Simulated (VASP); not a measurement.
# AlN (Fm-3m) in VASP: a series of runs

AlN is run at these levels: PBEsol, RPBE; tasks: single point, relaxation of cell and atoms.

Everything below comes from runs of VASP 6.6.1. Logs are shortened: lines on timing, memory, paths and dates and some standing lists are left out, and cuts for length are marked.

## 1. The cell of the first run

It takes space group Fm-3m (No. 225, cubic). The conventional cell has a = 4.045 Å, b = 4.045 Å, c = 4.045 Å, α = 90.00°, β = 90.00°, γ = 90.00°. Within 2.7 Å of Al (site symmetry m-3m) lie 6 N at 2.02 Å. N (site symmetry m-3m) has 6 Al at 2.02 Å within 2.7 Å.

## 2. Single point, PBEsol

The input, INCAR:

```
SYSTEM = AlN
PREC = Accurate
ENCUT = 520
EDIFF = 1E-7
ISMEAR = 0
SIGMA = 0.05
LREAL = .FALSE.
LASPH = .TRUE.
NELM = 80
ALGO = Normal
ISIF = 2
LWAVE = .FALSE.
LCHARG = .FALSE.
GGA = PS
NBANDS = 11
```

The input, KPOINTS:

```
Automatic mesh
0
G
  10 10 10
  0 0 0
```

The input, POSCAR:

```
AlN
1.0
    0.0000000000      2.0222720330      2.0222720330
    2.0222720330      0.0000000000      2.0222720330
    2.0222720330      2.0222720330      0.0000000000
Al N
1 1
Direct
    0.5000000000      0.5000000000      0.5000000000
    0.0000000000      0.0000000000      0.0000000000
```

Potentials or basis: VASP PAW PBE potentials, release 64 (Al, N).

Started as:

```bash
$ cat potpaw_PBE.64/Al/POTCAR potpaw_PBE.64/N/POTCAR > POTCAR
$ mpirun -np 1 vasp_std > vasp.out
```

OUTCAR:

```text
SYSTEM = AlN
   PREC = Accurate
   ENCUT = 520
   EDIFF = 1E-7
   ISMEAR = 0
   LREAL = .FALSE.
   LASPH = .TRUE.
   NELM = 80
   ISIF = 2
   GGA = PS

 ion  position               nearest neighbor table
   1  0.500  0.500  0.500-   2 2.02   2 2.02   2 2.02   2 2.02   2 2.02   2 2.02
   2  0.000  0.000  0.000-   1 2.02   1 2.02   1 2.02   1 2.02   1 2.02   1 2.02

  LATTYP: Found a face centered cubic cell.
 ALAT       =     4.0445440660

  Lattice vectors:

 A1 = (   0.0000000000,   2.0222720330,   2.0222720330)
 A2 = (   2.0222720330,   0.0000000000,   2.0222720330)
 A3 = (   2.0222720330,   2.0222720330,   0.0000000000)

Analysis of symmetry for initial positions (statically):
=====================================================================
 Subroutine PRICEL returns:
 Original cell was already a primitive cell.

 Routine SETGRP: Setting up the symmetry group for a
 face centered cubic supercell.

 Subroutine GETGRP returns: Found 48 space group operations
 (whereof 48 operations were pure point group operations)
 out of a pool of 48 trial point group operations.

The static configuration has the point symmetry O_h .

Analysis of symmetry for dynamics (positions and initial velocities):
=====================================================================
 Subroutine PRICEL returns:
 Original cell was already a primitive cell.

 Routine SETGRP: Setting up the symmetry group for a
 face centered cubic supercell.

 Subroutine GETGRP returns: Found 48 space group operations
 (whereof 48 operations were pure point group operations)
 out of a pool of 48 trial point group operations.

The dynamic configuration has the point symmetry O_h .

 Subroutine INISYM returns: Found 48 space group operations
 (whereof 48 operations are pure point group operations),
 and found     1 'primitive' translations

----------------------------------------------------------------------------------------

                                     Primitive cell

  volume of cell :      16.5405

  direct lattice vectors                    reciprocal lattice vectors
     0.000000000  2.022272033  2.022272033    -0.247246657  0.247246657  0.247246657
     2.022272033  0.000000000  2.022272033     0.247246657 -0.247246657  0.247246657
     2.022272033  2.022272033  0.000000000     0.247246657  0.247246657 -0.247246657

  length of vectors
     2.859924536  2.859924536  2.859924536     0.428243772  0.428243772  0.428243772

  position of ions in fractional coordinates (direct lattice)
     0.500000000  0.500000000  0.500000000
     0.000000000  0.000000000  0.000000000

  ion indices of the primitive-cell ions
   primitive index   ion index
                 1           1
                 2           2

----------------------------------------------------------------------------------------

 KPOINTS: Automatic mesh

Automatic generation of k-mesh.
 Grid dimensions read from file:
 generate k-points for:   10   10   10

 Generating k-lattice:

  Cartesian coordinates                     Fractional coordinates (reciprocal lattice)
    -0.024724666  0.024724666  0.024724666     0.100000000  0.000000000  0.000000000
     0.024724666 -0.024724666  0.024724666     0.000000000  0.100000000  0.000000000
     0.024724666  0.024724666 -0.024724666     0.000000000  0.000000000  0.100000000

  Length of vectors
     0.042824377  0.042824377  0.042824377

  Shift w.r.t. Gamma in fractional coordinates (k-lattice)
     0.000000000  0.000000000  0.000000000

 Subroutine IBZKPT returns following result:
 ===========================================

 Found     47 irreducible k-points:

 Following reciprocal coordinates:
            Coordinates               Weight
  0.000000  0.000000  0.000000      1.000000
  0.100000  0.000000  0.000000      8.000000
  0.200000  0.000000  0.000000      8.000000
  0.300000  0.000000  0.000000      8.000000
  0.400000  0.000000  0.000000      8.000000
  0.500000  0.000000  0.000000      4.000000
[... 16 lines left out ...]
  0.300000  0.300000  0.000000      6.000000
  0.400000  0.300000  0.000000     24.000000
 [... further k-points ...]
   k-points           NKPTS =     47   k-points in BZ     NKDIM =     47   number of bands    NBANDS=     11
   number of dos      NEDOS =    301   number of ions     NIONS =      2
   total plane-waves  NPLWV =  13824
   dimension x,y,z NGX =    24 NGY =   24 NGZ =   24
   dimension x,y,z NGXF=    48 NGYF=   48 NGZF=   48
   ions per type =               1   1
   NGX,Y,Z   is equivalent  to a cutoff of  13.95, 13.95, 13.95 a.u.
   NGXF,Y,Z  is equivalent  to a cutoff of  27.90, 27.90, 27.90 a.u.
 SYSTEM =  AlN
   PREC   = accura    normal or accurate (medium, high low for compatibility)
   ISTART =      0    job   : 0-new  1-cont  2-samecut
   ICHARG =      2    charge: 1-file 2-atom 10-const
   ISPIN  =      1    spin polarized calculation?
   LNONCOLLINEAR =      F non collinear calculations
   LSORBIT =      F    spin-orbit coupling
   LASPH  =      T    aspherical Exc in radial PAW
   ENCUT  =  520.0 eV  38.22 Ry    6.18 a.u.   5.32  5.32  5.32*2*pi/ulx,y,z
   NELM   =     80;   NELMIN=  2; NELMDL= -5     # of ELM steps
   EDIFF  = 0.1E-06   stopping-criterion for ELM
   LREAL  =      F    real-space projection
   EDIFFG = 0.1E-05   stopping-criterion for IOM
   NSW    =      0    number of steps for IOM
   IBRION =     -1    ionic relax: 0-MD 1-quasi-New 2-CG
   NFREE  =      0    steps in history (QN), initial steepest desc. (CG)
   ISIF   =      2    stress and relaxation
   ISYM   =      2    0-nonsym 1-usesym 2-fastsym
   POTIM  = 0.5000    time-step for ionic-motion
   TEBEG  =    0.0;   TEEND  =   0.0 temperature during run
   PSTRESS=    0.0 pullay stress
   NELECT =       8.0000    total number of electrons
   NUPDOWN=      -1.0000    fix difference up-down
   EMIN   =  10.00;   EMAX   =-10.00  energy-range for DOS
   EFERMI =   0.00;   METHOD = LEGACY
   ISMEAR =     0;   SIGMA  =   0.05  broadening in eV -4-tet -1-fermi 0-gaus
   EFERMI_NEDOS =   21; number of points for ismear=-14 and -15
   IALGO  =     38    algorithm
   IMIX   =      4    mixing-type and parameters
     AMIX     =   0.40;   BMIX     =  1.00
     AMIX_MAG =   1.60;   BMIX_MAG =  1.00
  volume/ion in A,a.u.               =       8.27        55.81
  Fermi-wavevector in a.u.,A,eV,Ry     =   1.285056  2.428403 22.468224  1.651368
  Thomas-Fermi vector in A             =   2.417213
   LORBIT       =      0    0 simple, 1 ext, 2 COOP (PROOUT), +10 PAW based schemes
   GGA     = PS    functional components
   LHFCALC =     F    Hartree Fock is set to
   AEXX    =    0.0000 exact exchange contribution
   IVDW    =     0    specifies the selected vdW correction
   LEPSILON=     F    determine dielectric tensor
   LRPA    =     F    only Hartree local field effects (RPA)
 non-spin polarized calculation
 Gauss-broadening in eV      SIGMA  =   0.05
  energy-cutoff  :      520.00
  volume of cell :       16.54
 maximum number of plane-waves:       459
 NGX is ok and might be reduce to    24
   NGX = 11   NGY = 11   NGZ = 11

 number of electron       7.9999999 magnetization

 Free energy of the ion-electron system (eV)
  ---------------------------------------------------
  ext. energy  EPLUGINS =         0.00000000
  ---------------------------------------------------
  free energy    TOTEN  =       -15.44889562 eV

  energy without entropy =      -15.44889562  energy(sigma->0) =      -15.44889562

 E-fermi :  10.2206     XC(G=0): -12.4480

 val. band max:        9.8743001544   @ k =   0.0000   0.0000   0.0000
 cond. band min:      14.4203768966   @ k =   0.5000   0.5000   0.0000
 fundamental gap:      4.5460767423
 Fermi energy:        10.2206128763

 k-point     1 :       0.0000    0.0000    0.0000
  band No.  band energies     occupation
      1      -7.6673      2.00000
      2       9.8743      2.00000
      3       9.8743      2.00000
      4       9.8743      2.00000
      5      15.5306      0.00000
      6      21.8973      0.00000
      7      21.8973      0.00000
      8      21.8973      0.00000
      9      26.9738      0.00000
     10      27.5555      0.00000
     11      27.5555      0.00000

 k-point     2 :       0.1000    0.0000    0.0000
  band No.  band energies     occupation
      1      -7.4609      2.00000
      2       8.8515      2.00000
      3       9.7504      2.00000
      4       9.7504      2.00000
      5      16.1529      0.00000
      6      20.9937      0.00000
      7      22.1987      0.00000
      8      22.1987      0.00000
      9      25.9801      0.00000
     10      25.9801      0.00000
     11      27.9872      0.00000

 k-point     3 :       0.2000    0.0000    0.0000
  band No.  band energies     occupation
      1      -6.8605      2.00000
      2       6.6986      2.00000
      3       9.4499      2.00000
      4       9.4499      2.00000
      5      16.7630      0.00000
      6      20.5293      0.00000
      7      22.3929      0.00000
      8      22.3929      0.00000
      9      25.3828      0.00000
     10      25.3828      0.00000
     11      27.3413      0.00000
[... 267 lines left out ...]
 k-point    23 :       0.3000    0.3000    0.0000
  band No.  band energies     occupation
      1      -5.3949      2.00000
      2       5.0407      2.00000
      3       7.8335      2.00000
      4       7.8335      2.00000
      5      16.4162      0.00000
      6      16.6929      0.00000
      7      21.5538      0.00000
      8      25.4084      0.00000
      9      25.4084      0.00000
     10      30.3115      0.00000
     11      33.8421      0.00000

 k-point    24 :       0.4000    0.3000    0.0000
  band No.  band energies     occupation
      1      -4.6280      2.00000
      2       3.9952      2.00000
      3       7.0494      2.00000
      4       7.5745      2.00000
      5      15.9294      0.00000
      6      16.6765      0.00000
      7      22.0010      0.00000
      8      25.3793      0.00000
      9      26.1390      0.00000
     10      31.5923      0.00000
     11      34.5075      0.00000

 [... further k-points ...]

------------------------ aborting loop because EDIFF is reached ----------------------------------------

  FORCE on cell =-STRESS in cart. coord.  units (eV):
  Direction    XX          YY          ZZ          XY          YZ          ZX
  --------------------------------------------------------------------------------------
  -------------------------------------------------------------------------------------
  Total        0.0046671      0.0046671      0.0046671     -0.0000000     -0.0000000      0.0000000
  in kB        0.4520744      0.4520744      0.4520744     -0.0000000     -0.0000000      0.0000000
  external PRESSURE =       0.4520744 kB  Pullay stress =       0.0000000 kB

 VOLUME and BASIS-vectors are now :
 -----------------------------------------------------------------------------
  energy-cutoff  :      520.00
  volume of cell :       16.54
      direct lattice vectors                 reciprocal lattice vectors
     0.000000000  2.022272033  2.022272033    -0.247246657  0.247246657  0.247246657
     2.022272033  0.000000000  2.022272033     0.247246657 -0.247246657  0.247246657
     2.022272033  2.022272033  0.000000000     0.247246657  0.247246657 -0.247246657

 POSITION                                       TOTAL-FORCE (eV/Angst)
 -----------------------------------------------------------------------------------
      2.02227      2.02227      2.02227         0.000000      0.000000      0.000000
      0.00000      0.00000      0.00000        -0.000000      0.000000     -0.000000
 -----------------------------------------------------------------------------------
    total drift:                                0.000000     -0.000000     -0.000000

  FREE ENERGIE OF THE ION-ELECTRON SYSTEM (eV)
  ---------------------------------------------------
  free  energy   TOTEN  =       -15.4488956172 eV

  energy  without entropy=      -15.4488956172  energy(sigma->0) =      -15.44889562
```

Run time: 5.2 s. Hardware: 1 thread of Intel Xeon Platinum 8488C (Sapphire Rapids), shared host; peak memory 0.13 GiB.

What came out:

```
Free energy            : -15.4489 eV
Pressure               : 0.0 GPa
Band gap on the k mesh : 4.55 eV, indirect (least direct gap 5.66 eV)
```

Caveat: the PAW data sets were made with another functional, which shifts forces and pressure a little. A k mesh can miss the band edges.

## 3. Single point, PBEsol

The input, INCAR:

```
SYSTEM = AlN
ALGO = Normal ; EDIFF = 1E-6
ENCUT = 600 ; GGA = PS
GGA_COMPAT = .False. ; ISIF = 2
ISMEAR = 0 ; LASPH = .True.
LCHARG = .False. ; LREAL = .False.
LWAVE = .False. ; NBANDS = 11
NELM = 120 ; PREC = Accurate
SIGMA = 0.02
```

The input, KPOINTS:

```
k-points
0
Gamma
  10 10 10
  0 0 0
```

POSCAR is that of step 2.

Potentials or basis: VASP PAW PBE potentials, release 64 (Al, N).

Started as:

```bash
$ cat potpaw_PBE.64/Al/POTCAR potpaw_PBE.64/N/POTCAR > POTCAR
$ mpirun -np 1 vasp_std > vasp.out
```

Wall time 6.7 s (1 thread of Intel Xeon 6975P-C, shared host); peak memory 0.14 GiB.

The run converged. Its results:

```yaml
Free_energy: -15.4507 eV
Pressure: -0.1 GPa
Band_gap_on_the_k_mesh: 4.55 eV, indirect (least direct gap 5.66 eV)
```

Levels at points of the mesh, in eV from the valence-band top:
```csv
k point,band 1,band 2,band 3,band 4,band 5,band 6,band 7,band 8
"(0.00, 0.00, 0.00)",-17.54,0.00,0.00,0.00,5.66,12.02,12.02,12.02
"(0.50, 0.00, 0.00)",-14.24,-8.36,-1.09,-1.09,6.04,10.90,10.90,13.24
"(0.50, 0.50, 0.00)",-13.25,-7.44,-2.82,-2.82,4.55,5.14,13.96,17.15
```

Caveat: the PAW data sets were made with another functional, which shifts forces and pressure a little. A k mesh can miss the band edges.

## 4. Single point, RPBE

The input, INCAR:

```
PREC     = Accurate       # precision mode
ENCUT    = 600            # plane-wave cutoff, eV
EDIFF    = 1E-6           # SCF threshold, eV
ISMEAR   = 1              # smearing method
SIGMA    = 0.02           # smearing width, eV
LREAL    = False          # projectors in reciprocal space
LASPH    = True           # aspherical terms in the spheres
NELM     = 120            # most SCF steps
ALGO     = Normal         # electronic algorithm
ISIF     = 2              # what is computed and relaxed
LWAVE    = False          # write WAVECAR
LCHARG   = False          # write CHGCAR
GGA      = RP             # functional
NBANDS   = 11             # bands
GGA_COMPAT= False
```

The input, KPOINTS:

```
Automatic mesh
0
Gamma
  10 10 10
```

POSCAR is that of step 3.

Started as:

```bash
$ cat potpaw_PBE.64/Al/POTCAR potpaw_PBE.64/N/POTCAR > POTCAR
$ mpirun -np 1 vasp_std > vasp.out
```

Wall time 6.4 s (1 thread of Intel Xeon 6975P-C, shared host); peak memory 0.14 GiB.

Results (log left out):

* Free energy: -13.7700 eV
* Pressure: 8.9 GPa
* Band gap on the k mesh: 4.71 eV, indirect (least direct gap 5.68 eV)

Levels at points of the mesh, in eV from the valence-band top:
```csv
k point,band 1,band 2,band 3,band 4,band 5,band 6,band 7,band 8,band 9
"(0.00, 0.00, 0.00)",-17.59,0.00,0.00,0.00,5.68,12.17,12.17,12.17,17.30
"(0.50, 0.00, 0.00)",-14.37,-8.28,-1.08,-1.08,6.14,11.07,11.07,13.41,16.17
"(0.50, 0.50, 0.00)",-13.40,-7.37,-2.79,-2.79,4.71,5.31,14.12,17.37,17.37
```

Caveat: the PAW data sets were made with another functional, which shifts forces and pressure a little. A k mesh can miss the band edges.

## 5. Relaxation of cell and atoms, PBEsol

This run uses another cell than the first one, of 8.42 Å³/atom, 1.018 times its volume.

The input, INCAR:

```
  ALGO = Normal
  EDIFF = 1E-7
  EDIFFG = -0.005
  ENCUT = 600
  GGA = PS
  GGA_COMPAT = F
  IBRION = 2
  ISIF = 3
  ISMEAR = 0
  LASPH = T
  LCHARG = F
  LREAL = F
  LWAVE = F
  NELM = 120
  NELMIN = 4
  NSW = 100
  PREC = Accurate
  SIGMA = 0.02
```

The input, KPOINTS:

```
k-points
0
Gamma
  10 10 10
```

The input, POSCAR:

```
AlN
1.0
    0.0000000000      2.0345180000      2.0345180000
    2.0345180000      0.0000000000      2.0345180000
    2.0345180000      2.0345180000      0.0000000000
Al N
1 1
Direct
    0.5000000000      0.5000000000      0.5000000000
    0.0000000000      0.0000000000      0.0000000000
```

Started as:

```bash
$ cat potpaw_PBE.64/Al/POTCAR potpaw_PBE.64/N/POTCAR > POTCAR
$ mpirun -np 1 vasp_std > vasp.out
```

Run time: 12 s. Hardware: 1 thread of Intel Xeon 6975P-C, shared host; peak memory 0.14 GiB.

It converged, with:

| Item | Value |
| --- | --- |
| Free energy | -15.4513 eV |
| Relaxed volume | 8.27 Å³/atom |
| Relaxed cell | a = 2.859 Å, b = 2.859 Å, c = 2.859 Å, α = 60.00°, β = 60.00°, γ = 60.00° |
| Space group after relaxing (to 0.05 Å) | Fm-3m (No. 225) |
| Energy gained by relaxing | 2.3 meV/atom |
| Ionic steps | 3 |
| Pressure after relaxing | 0.0 GPa |
| Band gap on the k mesh | 4.55 eV, indirect (least direct gap 5.66 eV) |

The path:
```
step  energy change (eV)  largest force (eV/Å)  pressure (GPa)  volume (Å³)
   1              0.0000                0.0000           -4.72        16.84
   2             -0.0004                0.0000            4.78        16.25
   3             -0.0047                0.0000           -0.01        16.53
```

Final structure:
```cif
data_structure
_symmetry_space_group_name_H-M 'P 1'
_symmetry_Int_Tables_number 1
_cell_length_a 2.8595
_cell_length_b 2.8595
_cell_length_c 2.8595
_cell_angle_alpha 60.000
_cell_angle_beta 60.000
_cell_angle_gamma 60.000
_cell_volume 16.53
loop_
_atom_site_label
_atom_site_type_symbol
_atom_site_fract_x
_atom_site_fract_y
_atom_site_fract_z
_atom_site_occupancy
Al1 Al 0.50000 0.50000 0.50000 1
N1 N 0.00000 0.00000 0.00000 1
```

Levels at points of the mesh, in eV from the valence-band top:
```tsv
k point	band 1	band 2	band 3	band 4	band 5	band 6	band 7	band 8
(0.00, 0.00, 0.00)	-17.55	0.00	0.00	0.00	5.66	12.02	12.02	12.02
(0.50, 0.00, 0.00)	-14.25	-8.36	-1.09	-1.09	6.04	10.90	10.90	13.25
(0.50, 0.50, 0.00)	-13.25	-7.45	-2.82	-2.82	4.55	5.14	13.96	17.15
```

Caveat: the PAW data sets were made with another functional, which shifts forces and pressure a little. A k mesh can miss the band edges.

## 6. The runs side by side

```csv
task,level,cell,cutoff (eV),smearing,gap on the mesh (eV),pressure (GPa)
single point,PBEsol,"a = 2.860 Å, angles 60.0°, 2 atoms",520,gaussian 0.05 eV,4.55,0.0
single point,PBEsol,"a = 2.860 Å, angles 60.0°, 2 atoms",600,gaussian 0.02 eV,4.55,-0.1
single point,RPBE,"a = 2.860 Å, angles 60.0°, 2 atoms",600,methfessel-paxton 0.02 eV,4.71,8.9
relaxation of cell and atoms,PBEsol,"relaxed from a = 2.877 Å, angles 60.0°, 2 atoms",600,gaussian 0.02 eV,4.55,0.0
```

Alike in all rows: potentials or basis VASP PAW PBE potentials, release 64 (Al, N); no spin polarisation; k mesh 10 × 10 × 10.

On the cell as given the gap runs from 4.55 eV (PBEsol) to 4.71 eV (RPBE). The pressure there spans -0.1 GPa (PBEsol) to 8.9 GPa (RPBE); a positive pressure means that this level wants a larger cell, a negative one a smaller.

Caveats: the PAW data sets were made with another functional, which shifts forces and pressure a little.

Total energies depend on the potentials used, so only differences within one code and one set of settings carry meaning.
